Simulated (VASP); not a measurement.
Ga:

```xyz
1
Lattice="-1.3657 1.3657 2.2800 1.3657 -1.3657 2.2800 1.3657 1.3657 -2.2800" Properties=species:S:1:pos:R:3 pbc="T T T"
Ga    0.0000    0.0000    0.0000
```

Base run:

| Property | Result |
| --- | --- |
| Program | VASP 6.6.1 |
| Functional | r2SCAN |
| Potentials or basis | VASP PAW PBE potentials, release 64 (Ga_d) |
| Cutoff | 520 eV |
| k mesh | 13 × 13 × 13 |
| Occupations | fermi-dirac, width 0.05 eV |
| Spin | no spin polarisation |

Its results: pressure 3.1 GPa.

The run is repeated on the same cell with these changes: functional from r2SCAN to LDA; potentials or basis from VASP PAW PBE potentials, release 64 (Ga_d) to VASP PAW LDA potentials, release 64 (Ga_d). What comes out?

Pressure 0.1 GPa.

Caveats: the PAW data sets were made with another functional, which shifts forces and pressure a little (some runs).
